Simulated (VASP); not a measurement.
# HfC (P-6m2) in VASP: further runs

HfC is run at these levels: r2SCAN; tasks: single point.

Everything below comes from runs of VASP 6.6.1. Logs are shortened: lines on timing, memory, paths and dates and some standing lists are left out, and cuts for length are marked.

## 1. The cell of the first run

It takes space group P-6m2 (No. 187, hexagonal). Conventional cell: a = 3.228 Å, b = 3.228 Å, c = 2.899 Å, α = 90.00°, β = 90.00°, γ = 120.00°. Hf (site symmetry -6m2) has 6 C at 2.36 Å and 2 Hf at 2.90 Å within 3.1 Å. Within 3.1 Å of C (site symmetry -6m2) lie 6 Hf at 2.36 Å and 2 C at 2.90 Å.

## 2. Single point, r2SCAN

The input, POSCAR:

```
HfC
1.0
    3.2283481484      0.0000000000      0.0000000000
   -1.6141740742      2.7958315087      0.0000000000
    0.0000000000      0.0000000000      2.8990069144
Hf C
1 1
Direct
    0.0000000000      0.0000000000      0.0000000000
    0.6666666667      0.3333333333      0.5000000000
```

The input, INCAR.step1:

```
SYSTEM = HfC
PREC = Accurate ; ENCUT = 520
ISMEAR = -5 ; SIGMA = 0.1
LREAL = .False. ; LASPH = .True.
NELM = 100 ; NBANDS = 14
GGA = PE ; ALGO = Normal
EDIFF = 1E-4 ; LWAVE = .True.
LCHARG = .False.
```

The input, INCAR.step2:

```
SYSTEM = HfC
PREC = Accurate ; ENCUT = 520
EDIFF = 1E-6 ; ISMEAR = -5
SIGMA = 0.1 ; LREAL = .False.
LASPH = .True. ; NELM = 100
ALGO = Normal ; ISIF = 2
LWAVE = .False. ; LCHARG = .False.
METAGGA = R2SCAN ; LMIXTAU = .True.
NBANDS = 14 ; ISTART = 1
```

The input, KPOINTS:

```
Automatic mesh
0
Gamma
  12 12 12
  0 0 0
```

Potentials or basis: VASP PAW PBE potentials, release 64 (Hf_pv, C).

Started as:

```
cat potpaw_PBE.64/Hf_pv/POTCAR potpaw_PBE.64/C/POTCAR > POTCAR
cp INCAR.step1 INCAR
mpirun -np 1 vasp_std > vasp.out
cp INCAR.step2 INCAR
mpirun -np 1 vasp_std > vasp.out
```

OUTCAR:

```text
SYSTEM = HfC
   PREC = Accurate
   ENCUT = 520
   EDIFF = 1E-6
   ISMEAR = -5
   LREAL = .False.
   LASPH = .True.
   NELM = 100
   ISIF = 2
   METAGGA = R2SCAN
   ISTART = 1

 ion  position               nearest neighbor table
   1  0.000  0.000  0.000-   2 2.36   2 2.36   2 2.36   2 2.36   2 2.36   2 2.36
   2  0.667  0.333  0.500-   1 2.36   1 2.36   1 2.36   1 2.36   1 2.36   1 2.36

  LATTYP: Found a hexagonal cell.
 ALAT       =     3.2283481484
 C/A-ratio  =     0.8979845980

  Lattice vectors:

 A1 = (   3.2283481484,   0.0000000000,   0.0000000000)
 A2 = (  -1.6141740742,   2.7958315087,   0.0000000000)
 A3 = (   0.0000000000,   0.0000000000,   2.8990069144)

Analysis of symmetry for initial positions (statically):
=====================================================================
 Subroutine PRICEL returns:
 Original cell was already a primitive cell.

 Routine SETGRP: Setting up the symmetry group for a
 hexagonal supercell.

 Subroutine GETGRP returns: Found 12 space group operations
 (whereof 12 operations were pure point group operations)
 out of a pool of 24 trial point group operations.

The static configuration has the point symmetry D_3h.

Analysis of symmetry for dynamics (positions and initial velocities):
=====================================================================
 Subroutine PRICEL returns:
 Original cell was already a primitive cell.

 Routine SETGRP: Setting up the symmetry group for a
 hexagonal supercell.

 Subroutine GETGRP returns: Found 12 space group operations
 (whereof 12 operations were pure point group operations)
 out of a pool of 24 trial point group operations.

The dynamic configuration has the point symmetry D_3h.

 Subroutine INISYM returns: Found 12 space group operations
 (whereof 12 operations are pure point group operations),
 and found     1 'primitive' translations

----------------------------------------------------------------------------------------

                                     Primitive cell

  volume of cell :      26.1662

  direct lattice vectors                    reciprocal lattice vectors
     3.228348148  0.000000000  0.000000000     0.309755935  0.178837673  0.000000000
    -1.614174074  2.795831509  0.000000000     0.000000000  0.357675345  0.000000000
     0.000000000  0.000000000  2.899006914     0.000000000  0.000000000  0.344945711

  length of vectors
[... 93 lines left out ...]
   TEBEG  =    0.0;   TEEND  =   0.0 temperature during run
   PSTRESS=    0.0 pullay stress
   NELECT =      14.0000    total number of electrons
   NUPDOWN=      -1.0000    fix difference up-down
   EMIN   =  10.00;   EMAX   =-10.00  energy-range for DOS
   EFERMI =   0.00;   METHOD = LEGACY
   ISMEAR =    -5;   SIGMA  =   0.10  broadening in eV -4-tet -1-fermi 0-gaus
   EFERMI_NEDOS =   21; number of points for ismear=-14 and -15
   IALGO  =     38    algorithm
   IMIX   =      4    mixing-type and parameters
     AMIX     =   0.40;   BMIX     =  1.00
     AMIX_MAG =   1.60;   BMIX_MAG =  1.00
  volume/ion in A,a.u.               =      13.08        88.29
  Fermi-wavevector in a.u.,A,eV,Ry     =   1.329038  2.511517 24.032532  1.766341
  Thomas-Fermi vector in A             =   2.458230
   LORBIT       =      0    0 simple, 1 ext, 2 COOP (PROOUT), +10 PAW based schemes
   METAGGA = R2SCAN    functional components
   LHFCALC =     F    Hartree Fock is set to
   AEXX    =    0.0000 exact exchange contribution
   IVDW    =     0    specifies the selected vdW correction
   LEPSILON=     F    determine dielectric tensor
   LRPA    =     F    only Hartree local field effects (RPA)
 non-spin polarized calculation
 Fermi weights with tetrahedron method with Bloechl corrections
  energy-cutoff  :      520.00
  volume of cell :       26.17
 maximum number of plane-waves:       726
   NGX = 13   NGY = 13   NGZ = 11

 number of electron      14.0000001 magnetization

 Free energy of the ion-electron system (eV)
  ---------------------------------------------------
  ext. energy  EPLUGINS =         0.00000000
  ---------------------------------------------------
  free energy    TOTEN  =       -55.71921621 eV

  energy without entropy =      -55.71921621  energy(sigma->0) =      -55.71921621

 E-fermi :   5.4893     XC(G=0): -12.7906

 val. band max:        5.5374364222   @ k =   0.1667   0.1667   0.0000
 cond. band min:       5.4397330542   @ k =   0.3333  -0.0000   0.0000
 fundamental gap:     -0.0977033680
 Fermi energy:         5.4893416268

 k-point     1 :       0.0000    0.0000    0.0000
  band No.  band energies     occupation
      1     -25.4551      2.00000
      2     -25.4551      2.00000
      3     -25.0321      2.00000
      4      -7.1394      2.00000
      5       3.8232      2.00000
      6       3.8232      2.00000
      7       4.4933      2.00000
      8       7.2878      0.00000
      9      10.9886      0.00000
     10      12.0280      0.00000
     11      12.0280      0.00000
     12      12.7097      0.00000
     13      12.7098      0.00000
     14      18.1160      0.00000
[... 377 lines left out ...]
      1     -25.9077      2.00000
      2     -25.5523      2.00000
      3     -25.0467      2.00000
      4      -5.2749      2.00000
      5       1.1908      2.00000
      6       4.7576      2.00000
      7       5.1016      2.00000
      8       5.6858     -0.00036
      9      10.8420      0.00000
     10      11.0997      0.00000
     11      12.8595      0.00000
     12      13.4391      0.00000
     13      15.8128      0.00000
     14      18.1178      0.00000

 [... further k-points ...]

------------------------ aborting loop because EDIFF is reached ----------------------------------------

  FORCE on cell =-STRESS in cart. coord.  units (eV):
  Direction    XX          YY          ZZ          XY          YZ          ZX
  --------------------------------------------------------------------------------------
  -------------------------------------------------------------------------------------
  Total       -0.1031657     -0.1031657     -0.3583577     -0.0000000     -0.0000000      0.0000000
  in kB       -6.3169219     -6.3169219    -21.9425302     -0.0000000     -0.0000000      0.0000000
  external PRESSURE =     -11.5254580 kB  Pullay stress =       0.0000000 kB

 VOLUME and BASIS-vectors are now :
 -----------------------------------------------------------------------------
  energy-cutoff  :      520.00
  volume of cell :       26.17
      direct lattice vectors                 reciprocal lattice vectors
     3.228348148  0.000000000  0.000000000     0.309755935  0.178837673  0.000000000
    -1.614174074  2.795831509  0.000000000     0.000000000  0.357675345  0.000000000
     0.000000000  0.000000000  2.899006914     0.000000000  0.000000000  0.344945711

 POSITION                                       TOTAL-FORCE (eV/Angst)
 -----------------------------------------------------------------------------------
      0.00000      0.00000      0.00000         0.000000      0.000000      0.000000
      1.61417      0.93194      1.44950        -0.000000      0.000000      0.000000
 -----------------------------------------------------------------------------------
    total drift:                               -0.000000      0.000000      0.000000

  FREE ENERGIE OF THE ION-ELECTRON SYSTEM (eV)
  ---------------------------------------------------
  free  energy   TOTEN  =       -55.7192162102 eV

  energy  without entropy=      -55.7192162102  energy(sigma->0) =      -55.71921621
```

It took 2.7 min on 1 thread of Intel Xeon 8259CL, shared host; peak memory 0.19 GiB.

Results:

```
Free energy            : -55.7192 eV
Pressure               : -1.2 GPa
Band gap on the k mesh : zero (bands 7 and 8 overlap by 0.10 eV)
```

Caveat: the PAW data sets were made with another functional, which shifts forces and pressure a little; spin-orbit coupling is left out, which moves the levels of the heavy elements; tetrahedron occupations give inexact forces and stress in metals.

## 3. Single point, r2SCAN

This run uses another cell than the first one, of 13.19 Å³/atom.

The input, POSCAR:

```
HfC
1.0
    3.2386392495      0.0000000000      0.0000000000
   -1.6193196248      2.8047438638      0.0000000000
    0.0000000000      0.0000000000      2.9050727042
Hf C
1 1
Direct
    0.0000000000      0.0000000000      0.0000000000
    0.6666666667      0.3333333333      0.5000000000
```

The input, INCAR.step1:

```
SYSTEM = HfC
PREC = Accurate ; ENCUT = 520
ISMEAR = 0 ; SIGMA = 0.05
LREAL = .FALSE. ; LASPH = .TRUE.
NELM = 80 ; NBANDS = 14
GGA = PE ; ALGO = Normal
EDIFF = 1E-4 ; LWAVE = .TRUE.
LCHARG = .FALSE.
```

The input, INCAR.step2:

```
SYSTEM = HfC
PREC = Accurate ; ENCUT = 520
EDIFF = 1E-6 ; ISMEAR = 0
SIGMA = 0.05 ; LREAL = .FALSE.
LASPH = .TRUE. ; NELM = 80
ALGO = Normal ; ISIF = 2
LWAVE = .FALSE. ; LCHARG = .FALSE.
METAGGA = R2SCAN ; LMIXTAU = .TRUE.
NBANDS = 14 ; ISTART = 1
```

The input, KPOINTS:

```
regular mesh
0
G
  12 12 12
  0 0 0
```

Potentials or basis: VASP PAW PBE potentials, release 64 (Hf_pv, C).

Started as:

```
cat potpaw_PBE.64/Hf_pv/POTCAR potpaw_PBE.64/C/POTCAR > POTCAR
cp INCAR.step1 INCAR
mpirun -np 1 vasp_std > vasp.out
cp INCAR.step2 INCAR
mpirun -np 1 vasp_std > vasp.out
```

OUTCAR:

```text
SYSTEM = HfC
   PREC = Accurate
   ENCUT = 520
   EDIFF = 1E-6
   ISMEAR = 0
   LREAL = .FALSE.
   LASPH = .TRUE.
   NELM = 80
   ISIF = 2
   METAGGA = R2SCAN
   ISTART = 1

 ion  position               nearest neighbor table
   1  0.000  0.000  0.000-   2 2.37   2 2.37   2 2.37   2 2.37   2 2.37   2 2.37
   2  0.667  0.333  0.500-   1 2.37   1 2.37   1 2.37   1 2.37   1 2.37   1 2.37

  LATTYP: Found a hexagonal cell.
 ALAT       =     3.2386392495
 C/A-ratio  =     0.8970041059

  Lattice vectors:

[... 595 lines left out ...]
------------------------ aborting loop because EDIFF is reached ----------------------------------------

  FORCE on cell =-STRESS in cart. coord.  units (eV):
  Direction    XX          YY          ZZ          XY          YZ          ZX
  --------------------------------------------------------------------------------------
  -------------------------------------------------------------------------------------
  Total       -0.4467750     -0.4467750     -0.5292976      0.0000000      0.0000000     -0.0000000
  in kB      -27.1260554    -27.1260554    -32.1364358      0.0000000      0.0000000     -0.0000000
  external PRESSURE =     -28.7961822 kB  Pullay stress =       0.0000000 kB

 VOLUME and BASIS-vectors are now :
 -----------------------------------------------------------------------------
  energy-cutoff  :      520.00
  volume of cell :       26.39
      direct lattice vectors                 reciprocal lattice vectors
     3.238639249  0.000000000  0.000000000     0.308771655  0.178269398  0.000000000
    -1.619319625  2.804743864  0.000000000     0.000000000  0.356538796  0.000000000
     0.000000000  0.000000000  2.905072704     0.000000000  0.000000000  0.344225464

 POSITION                                       TOTAL-FORCE (eV/Angst)
 -----------------------------------------------------------------------------------
      0.00000      0.00000      0.00000        -0.000000      0.000000      0.000000
      1.61932      0.93491      1.45254         0.000000      0.000000      0.000000
 -----------------------------------------------------------------------------------
    total drift:                               -0.000000      0.000000      0.000000

  FREE ENERGIE OF THE ION-ELECTRON SYSTEM (eV)
  ---------------------------------------------------
  free  energy   TOTEN  =       -55.7170132221 eV

  energy  without entropy=      -55.7167577470  energy(sigma->0) =      -55.71688548
```

OUTCAR.step1:

```text
SYSTEM = HfC
   PREC = Accurate
   ENCUT = 520
   ISMEAR = 0
   LREAL = .FALSE.
   LASPH = .TRUE.
[... 630 lines left out ...]
      0.00000      0.00000      0.00000        -0.000000     -0.000000      0.000000
      1.61932      0.93491      1.45254         0.000000      0.000000      0.000000
 -----------------------------------------------------------------------------------
    total drift:                               -0.000000      0.000000      0.000000

  FREE ENERGIE OF THE ION-ELECTRON SYSTEM (eV)
  ---------------------------------------------------
  free  energy   TOTEN  =       -19.5154812110 eV

  energy  without entropy=      -19.5149235566  energy(sigma->0) =      -19.51520238
```

Wall time 2.2 min (1 thread of Intel Xeon 8259CL, shared host); peak memory 0.18 GiB.

Results:

```
Free energy            : -55.7170 eV
Pressure               : -2.9 GPa
Band gap on the k mesh : zero (bands 7 and 8 overlap by 0.08 eV)
```

Caveat: the PAW data sets were made with another functional, which shifts forces and pressure a little; spin-orbit coupling is left out, which moves the levels of the heavy elements.

The gap in the log of VASP goes by the Fermi energy; the results here count the filled bands.